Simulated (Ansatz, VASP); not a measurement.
## Two plane-wave programs on CaB2

```
Ca B
1.0
     3.22643    0.00000    0.00000
    -1.61322    2.79417    0.00000
     0.00000    0.00000    4.06739
Ca B
1 2
Direct
  0.00000 0.00000 0.00000
  0.33333 0.66667 0.50000
  0.66667 0.33333 0.50000
```

Alike in both runs: task single point; functional PBE; k mesh 3 × 3 × 1; occupations gaussian, width 0.1 eV; collinear spin.

|  | VASP | Ansatz |
| --- | --- | --- |
| version | VASP 6.6.1 | Ansatz 0.2.0 |
| potentials or method | VASP PAW PBE potentials, release 64 (Ca_sv, B) | scalar-relativistic, plane waves, norm-conserving potentials |
| plane-wave cutoff (eV) | 500 | 1116 |
| valence electrons in the cell | 16 | 16 |

Ansatz gave:

```
gap on the k mesh at the Fermi level (eV)                     : none
pressure (GPa)                                                : -5.2
traceless stress, the component that is largest in VASP (GPa) : 22.21
net moment per atom (μB)                                      : 0.00
```

Q: What did VASP give for the same quantities?

A: gap on the k mesh at the Fermi level (eV): none; pressure (GPa): -4.9; traceless stress, the component that is largest in VASP (GPa): 22.35; net moment per atom (μB): 0.00.

A gap of «none» marks a metal or a gap that the smearing closes. Ansatz's warnings: no starting moments, stability check not made.

The k mesh is coarse, so the values compare programs but aren't converged.
